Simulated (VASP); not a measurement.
# W in VASP: notebook

The runs below take W through single point, with PBE.

Program: VASP 6.6.1. These are calculated values, not measurements. Logs are shortened: lines on timing, memory, paths and dates and some standing lists are left out, and cuts for length are marked.

## 1. The cell of the first run

The cell holds a slab with vacuum, 3 atoms: a = 4.502 Å, b = 4.502 Å, c = 17.838 Å, α = 90.00°, β = 90.00°, γ = 120.00°.

## 2. Single point, PBE

INCAR reads:

```
SYSTEM = W
PREC     = Accurate       ! precision mode
ENCUT    = 520            ! plane-wave cutoff, eV
EDIFF    = 1E-6           ! SCF threshold, eV
ISMEAR   = -1             ! smearing method
SIGMA    = 0.08           ! smearing width, eV
LREAL    = .False.        ! projectors in reciprocal space
LASPH    = .True.         ! aspherical terms in the spheres
NELM     = 80             ! most SCF steps
ALGO     = Normal         ! electronic algorithm
ISIF     = 2              ! what is computed and relaxed
LWAVE    = .False.        ! write WAVECAR
LCHARG   = .False.        ! write CHGCAR
LDIPOL   = .True.       
IDIPOL   = 3            
DIPOL    = 0.5 0.5 0.500
GGA      = PE             ! functional
NBANDS   = 28             ! bands
```

KPOINTS reads:

```
regular mesh
0
Gamma
  9 9 1
  0 0 0
```

POSCAR reads:

```
W
1.0
    4.5020337158      0.0000000000      0.0000000000
   -2.2510168579      3.8988755666      0.0000000000
    0.0000000000      0.0000000000     17.8379000000
W
3
Direct
    0.1666666665      0.3333333335      0.4484819523
    0.5000000005      0.9999999995      0.4999999998
    0.8333333335      0.6666666665      0.5515180477
```

Potentials or basis: VASP PAW PBE potentials, release 64 (W_sv).

Command:

```sh
$ cat potpaw_PBE.64/W_sv/POTCAR > POTCAR
$ mpirun -np 1 vasp_std > vasp.out
```

OUTCAR:

```text
SYSTEM = W
   PREC = Accurate
   ENCUT = 520
   EDIFF = 1E-6
   ISMEAR = -1
   LREAL = .False.
   LASPH = .True.
   NELM = 80
   ISIF = 2
   GGA = PE

 ion  position               nearest neighbor table
   1  0.167  0.333  0.448-   2 2.76   2 2.76   2 2.76   3 3.18   3 3.18   3 3.18
   2  0.500  1.000  0.500-   1 2.76   1 2.76   3 2.76   3 2.76   3 2.76   1 2.76
   3  0.833  0.667  0.552-   2 2.76   2 2.76   2 2.76   1 3.18   1 3.18   1 3.18

  LATTYP: Found a hexagonal cell.
 ALAT       =     4.5020337158
 C/A-ratio  =     3.9621871194

  Lattice vectors:

 A1 = (   4.5020337158,   0.0000000000,   0.0000000000)
 A2 = (  -2.2510168579,   3.8988755666,   0.0000000000)
 A3 = (   0.0000000000,   0.0000000000,  17.8379000000)

Analysis of symmetry for initial positions (statically):
=====================================================================
 Subroutine PRICEL returns:
 Original cell was already a primitive cell.

 Routine SETGRP: Setting up the symmetry group for a
 hexagonal supercell.

 Subroutine GETGRP returns: Found 12 space group operations
 (whereof  4 operations were pure point group operations)
 out of a pool of 24 trial point group operations.

The static configuration has the point symmetry C_2h.
 The point group associated with its full space group is D_3d.

Analysis of symmetry for dynamics (positions and initial velocities):
=====================================================================
 Subroutine PRICEL returns:
 Original cell was already a primitive cell.

 Routine SETGRP: Setting up the symmetry group for a
 hexagonal supercell.

 Subroutine GETGRP returns: Found 12 space group operations
 (whereof  4 operations were pure point group operations)
 out of a pool of 24 trial point group operations.

The dynamic configuration has the point symmetry C_2h.
 The point group associated with its full space group is D_3d.

 Subroutine INISYM returns: Found 12 space group operations
 (whereof  4 operations are pure point group operations),
 and found     1 'primitive' translations

----------------------------------------------------------------------------------------

                                     Primitive cell

  volume of cell :     313.1063

  direct lattice vectors                    reciprocal lattice vectors
     4.502033716  0.000000000  0.000000000     0.222121837  0.128242102  0.000000000
    -2.251016858  3.898875567  0.000000000     0.000000000  0.256484205  0.000000000
     0.000000000  0.000000000 17.837900000     0.000000000  0.000000000  0.056060411

  length of vectors
     4.502033716  4.502033716 17.837900000     0.256484205  0.256484205  0.056060411

  position of ions in fractional coordinates (direct lattice)
     0.166666666  0.333333334  0.448481952
     0.500000001  0.999999999  0.500000000
     0.833333334  0.666666666  0.551518048

  ion indices of the primitive-cell ions
   primitive index   ion index
                 1           1
                 2           2
                 3           3

----------------------------------------------------------------------------------------

 KPOINTS: regular mesh

Automatic generation of k-mesh.
 Grid dimensions read from file:
 generate k-points for:    9    9    1

 Generating k-lattice:

  Cartesian coordinates                     Fractional coordinates (reciprocal lattice)
     0.024680204  0.014249122  0.000000000     0.111111111 -0.000000000  0.000000000
     0.000000000  0.028498245  0.000000000     0.000000000  0.111111111  0.000000000
     0.000000000  0.000000000  0.056060411     0.000000000  0.000000000  1.000000000

  Length of vectors
     0.028498245  0.028498245  0.056060411

  Shift w.r.t. Gamma in fractional coordinates (k-lattice)
     0.000000000  0.000000000  0.000000000

 Subroutine IBZKPT returns following result:
 ===========================================

 Found     12 irreducible k-points:

 Following reciprocal coordinates:
            Coordinates               Weight
  0.000000  0.000000  0.000000      1.000000
  0.111111  0.000000  0.000000      6.000000
  0.222222  0.000000  0.000000      6.000000
  0.333333  0.000000  0.000000      6.000000
  0.444444  0.000000  0.000000      6.000000
  0.111111  0.111111  0.000000      6.000000
  0.222222  0.111111  0.000000     12.000000
  0.333333  0.111111  0.000000     12.000000
  0.444444  0.111111  0.000000      6.000000
  0.222222  0.222222  0.000000      6.000000
  0.333333  0.222222  0.000000     12.000000
  0.333333  0.333333  0.000000      2.000000
   k-points           NKPTS =     12   k-points in BZ     NKDIM =     12   number of bands    NBANDS=     28
   number of dos      NEDOS =    301   number of ions     NIONS =      3
   total plane-waves  NPLWV = 181440
   dimension x,y,z NGX =    36 NGY =   36 NGZ =  140
   dimension x,y,z NGXF=    72 NGYF=   72 NGZF=  280
   ions per type =               3
   NGX,Y,Z   is equivalent  to a cutoff of  13.29, 13.29, 13.05 a.u.
   NGXF,Y,Z  is equivalent  to a cutoff of  26.59, 26.59, 26.10 a.u.
 SYSTEM =  W
   PREC   = accura    normal or accurate (medium, high low for compatibility)
   ISTART =      0    job   : 0-new  1-cont  2-samecut
   ICHARG =      2    charge: 1-file 2-atom 10-const
   ISPIN  =      1    spin polarized calculation?
   LNONCOLLINEAR =      F non collinear calculations
   LSORBIT =      F    spin-orbit coupling
   LASPH  =      T    aspherical Exc in radial PAW
   ENCUT  =  520.0 eV  38.22 Ry    6.18 a.u.   8.37  8.37 33.17*2*pi/ulx,y,z
   NELM   =     80;   NELMIN=  2; NELMDL= -5     # of ELM steps
   EDIFF  = 0.1E-05   stopping-criterion for ELM
   LREAL  =      F    real-space projection
   EDIFFG = 0.1E-04   stopping-criterion for IOM
   NSW    =      0    number of steps for IOM
   IBRION =     -1    ionic relax: 0-MD 1-quasi-New 2-CG
   NFREE  =      0    steps in history (QN), initial steepest desc. (CG)
   ISIF   =      2    stress and relaxation
   ISYM   =      2    0-nonsym 1-usesym 2-fastsym
   POTIM  = 0.5000    time-step for ionic-motion
   TEBEG  =    0.0;   TEEND  =   0.0 temperature during run
   PSTRESS=    0.0 pullay stress
   NELECT =      42.0000    total number of electrons
   NUPDOWN=      -1.0000    fix difference up-down
   EMIN   =  10.00;   EMAX   =-10.00  energy-range for DOS
   EFERMI =   0.00;   METHOD = LEGACY
   ISMEAR =    -1;   SIGMA  =   0.08  broadening in eV -4-tet -1-fermi 0-gaus
   EFERMI_NEDOS =   21; number of points for ismear=-14 and -15
   IALGO  =     38    algorithm
   IMIX   =      4    mixing-type and parameters
     AMIX     =   0.40;   BMIX     =  1.00
     AMIX_MAG =   1.60;   BMIX_MAG =  1.00
  volume/ion in A,a.u.               =     104.37       704.32
  Fermi-wavevector in a.u.,A,eV,Ry     =   0.838032  1.583651  9.555341  0.702298
  Thomas-Fermi vector in A             =   1.952020
   LORBIT       =      0    0 simple, 1 ext, 2 COOP (PROOUT), +10 PAW based schemes
   GGA     = PE    functional components
   LHFCALC =     F    Hartree Fock is set to
   AEXX    =    0.0000 exact exchange contribution
   IVDW    =     0    specifies the selected vdW correction
   LEPSILON=     F    determine dielectric tensor
   LRPA    =     F    only Hartree local field effects (RPA)
 non-spin polarized calculation
  energy-cutoff  :      520.00
  volume of cell :      313.11
 maximum number of plane-waves:      8485
 NGX is ok and might be reduce to    36
   NGX = 17   NGY = 17   NGZ = 67

 number of electron      41.9999996 magnetization

 dipolmoment           0.000000      0.000000      0.000000 electrons x Angstroem

 Free energy of the ion-electron system (eV)
  ---------------------------------------------------
  ext. energy  EPLUGINS =         0.00000000
  ---------------------------------------------------
  free energy    TOTEN  =       -29.82018703 eV

  energy without entropy =      -29.70785323  energy(sigma->0) =      -29.76402013

 E-fermi :  -1.7027     XC(G=0):  -3.5035

 val. band max:       -1.7360908836   @ k =   0.3333   0.2222   0.0000
 cond. band min:      -1.6932322714   @ k =   0.4444   0.1111   0.0000
 fundamental gap:      0.0428586122
 Fermi energy:        -1.7026749511

 k-point     1 :       0.0000    0.0000    0.0000
  band No.  band energies     occupation
      1     -76.0516      2.00000
      2     -76.0367      2.00000
      3     -75.2789      2.00000
      4     -40.3100      2.00000
      5     -40.2327      2.00000
      6     -40.2144      2.00000
[... 20 lines left out ...]
     27       0.4958      0.00000
     28       1.4116      0.00000

 k-point     2 :       0.1111    0.0000    0.0000
  band No.  band energies     occupation
      1     -76.0509      2.00000
      2     -76.0370      2.00000
      3     -75.2793      2.00000
      4     -40.3140      2.00000
      5     -40.2450      2.00000
      6     -40.2394      2.00000
[... 20 lines left out ...]
     27       0.5038      0.00000
     28       1.2519      0.00000

 k-point     3 :       0.2222    0.0000    0.0000
  band No.  band energies     occupation
      1     -76.0491      2.00000
      2     -76.0378      2.00000
      3     -75.2804      2.00000
      4     -40.3282      2.00000
      5     -40.2776      2.00000
      6     -40.2669      2.00000
[... 20 lines left out ...]
     27       0.5712      0.00000
     28       0.9192      0.00000

 k-point     4 :       0.3333    0.0000    0.0000
  band No.  band energies     occupation
      1     -76.0466      2.00000
      2     -76.0391      2.00000
      3     -75.2817      2.00000
      4     -40.3470      2.00000
      5     -40.3088      2.00000
      6     -40.2748      2.00000
[... 20 lines left out ...]
     27       0.5727      0.00000
     28       0.9655      0.00000

 k-point     5 :       0.4444    0.0000    0.0000
  band No.  band energies     occupation
      1     -76.0445      2.00000
      2     -76.0405      2.00000
      3     -75.2825      2.00000
      4     -40.3586      2.00000
      5     -40.3260      2.00000
      6     -40.2759      2.00000
[... 20 lines left out ...]
     27       0.5959      0.00000
     28       0.8809      0.00000

 k-point     6 :       0.1111    0.1111    0.0000
  band No.  band energies     occupation
      1     -76.0497      2.00000
      2     -76.0375      2.00000
      3     -75.2801      2.00000
      4     -40.3225      2.00000
      5     -40.2835      2.00000
      6     -40.2337      2.00000
[... 20 lines left out ...]
     27       0.5010      0.00000
     28       1.0310      0.00000

 k-point     7 :       0.2222    0.1111    0.0000
  band No.  band energies     occupation
      1     -76.0475      2.00000
      2     -76.0386      2.00000
      3     -75.2813      2.00000
      4     -40.3382      2.00000
      5     -40.3155      2.00000
      6     -40.2443      2.00000
[... 20 lines left out ...]
     27       0.4837      0.00000
     28       0.9670      0.00000

 k-point     8 :       0.3333    0.1111    0.0000
  band No.  band energies     occupation
      1     -76.0452      2.00000
      2     -76.0399      2.00000
      3     -75.2823      2.00000
      4     -40.3539      2.00000
      5     -40.3332      2.00000
      6     -40.2519      2.00000
[... 20 lines left out ...]
     27       0.5327      0.00000
     28       1.0848      0.00000

 k-point     9 :       0.4444    0.1111    0.0000
  band No.  band energies     occupation
      1     -76.0438      2.00000
      2     -76.0409      2.00000
      3     -75.2827      2.00000
      4     -40.3597      2.00000
      5     -40.3394      2.00000
      6     -40.2540      2.00000
[... 20 lines left out ...]
     27       0.5781      0.00000
     28       1.1446      0.00000

 k-point    10 :       0.2222    0.2222    0.0000
  band No.  band energies     occupation
      1     -76.0455      2.00000
      2     -76.0397      2.00000
      3     -75.2823      2.00000
      4     -40.3483      2.00000
      5     -40.3425      2.00000
      6     -40.2129      2.00000
[... 20 lines left out ...]
     27       0.2141      0.00000
     28       1.0757      0.00000

 k-point    11 :       0.3333    0.2222    0.0000
  band No.  band energies     occupation
      1     -76.0436      2.00000
      2     -76.0410      2.00000
      3     -75.2829      2.00000
      4     -40.3577      2.00000
      5     -40.3516      2.00000
      6     -40.2105      2.00000
[... 20 lines left out ...]
     27       0.1040      0.00000
     28       1.0657      0.00000

 k-point    12 :       0.3333    0.3333    0.0000
  band No.  band energies     occupation
      1     -76.0422      2.00000
      2     -76.0422      2.00000
      3     -75.2831      2.00000
      4     -40.3581      2.00000
      5     -40.3581      2.00000
      6     -40.1723      2.00000
[... 20 lines left out ...]
     27      -0.4833      0.00000
     28       1.1035      0.00000

------------------------ aborting loop because EDIFF is reached ----------------------------------------

 vacuum level on the upper side and lower side of the slab       (xc-potential included)        -0.112        -0.112

  FORCE on cell =-STRESS in cart. coord.  units (eV):
  Direction    XX          YY          ZZ          XY          YZ          ZX
  --------------------------------------------------------------------------------------
  -------------------------------------------------------------------------------------
  Total      -15.2401742    -15.2401742     -5.4544874      0.0000000      0.0000000     -0.0000000
  in kB      -77.9845678    -77.9845678    -27.9108256      0.0000000      0.0000000     -0.0000000
  external PRESSURE =     -61.2933204 kB  Pullay stress =       0.0000000 kB

 VOLUME and BASIS-vectors are now :
 -----------------------------------------------------------------------------
  energy-cutoff  :      520.00
  volume of cell :      313.11
      direct lattice vectors                 reciprocal lattice vectors
     4.502033716  0.000000000  0.000000000     0.222121837  0.128242102  0.000000000
    -2.251016858  3.898875567  0.000000000     0.000000000  0.256484205  0.000000000
     0.000000000  0.000000000 17.837900000     0.000000000  0.000000000  0.056060411

 POSITION                                       TOTAL-FORCE (eV/Angst)
 -----------------------------------------------------------------------------------
     -0.00000      1.29963      7.99998        -0.000000      0.000000      2.951719
      0.00000      3.89888      8.91895        -0.000000      0.000000      0.000000
      2.25102      2.59925      9.83792         0.000000     -0.000000     -2.951719
 -----------------------------------------------------------------------------------
    total drift:                               -0.000004      0.000003      0.000008

  FREE ENERGIE OF THE ION-ELECTRON SYSTEM (eV)
  ---------------------------------------------------
  free  energy   TOTEN  =       -29.8201870349 eV

  energy  without entropy=      -29.7078532277  energy(sigma->0) =      -29.76402013

 vacuum level on the upper side and lower side of the slab         2.308         2.308
```

It took 6.8 min on 1 thread of AMD EPYC 7R13, shared host; peak memory 0.42 GiB.

What came out:

| Quantity | Value |
| --- | --- |
| Free energy | -29.8202 eV |
| Largest force | 2.952 eV/Å |
| Band gap on the k mesh | zero (band 21 reaches -1.64 eV, above the bottom of band 22 at -1.97 eV) |

Forces in eV/Å, atoms in the order of the input:
```
W    0.000  0.000  2.952
W    0.000  0.000  0.000
W    0.000  0.000 -2.952
```

Caveat: spin-orbit coupling is left out, which moves the levels of the heavy elements.

## 3. Single point, PBE

INCAR reads:

```
SYSTEM = W
  PREC = Accurate
  ENCUT = 520
  EDIFF = 1E-6
  ISMEAR = -1
  SIGMA = 0.08
  LREAL = .FALSE.
  LASPH = .TRUE.
  NELM = 100
  ALGO = Normal
  ISIF = 2
  LWAVE = .FALSE.
  LCHARG = .FALSE.
  LDIPOL = .TRUE.
  IDIPOL = 3
  DIPOL = 0.5 0.5 0.500
  GGA = PE
  NBANDS = 28
```

KPOINTS reads:

```
regular mesh
0
G
  9 9 1
  0 0 0
```

POSCAR reads:

```
W
1.0
    4.5020337158      0.0000000000      0.0000000000
   -2.2510168579      3.8988755666      0.0000000000
    0.0000000000      0.0000000000     17.8379000000
W
3
Direct
    0.1666666667      0.3333333333      0.4737015133
    0.5000000000      1.0000000000      0.4999998315
    0.8333333333      0.6666666667      0.5262986550
```

Potentials or basis: VASP PAW PBE potentials, release 64 (W_sv).

Command:

```sh
$ cat potpaw_PBE.64/W_sv/POTCAR > POTCAR
$ mpirun -np 1 vasp_std > vasp.out
```

It took 6.7 min on 1 thread of AMD EPYC 7R13, shared host; peak memory 0.42 GiB.

It converged, with:

- Free energy: -31.2467 eV
- Largest force: 0.026 eV/Å

Forces on the atoms (eV/Å):
```
W    0.000  0.000 -0.026
W    0.000  0.000  0.000
W    0.000  0.000  0.026
```

Levels at points of the mesh, in eV from the Fermi level:
| k point | band 17 | band 18 | band 19 | band 20 | band 21 | band 22 | band 23 | band 24 | band 25 | band 26 |
| --- | --- | --- | --- | --- | --- | --- | --- | --- | --- | --- |
| (0.00, 0.00, 0.00) | -1.80 | -1.12 | -1.11 | -0.60 | -0.60 | 0.48 | 1.09 | 1.09 | 1.51 | 1.87 |

Caveat: spin-orbit coupling is left out, which moves the levels of the heavy elements.

(Continued in part 2 of 2.)
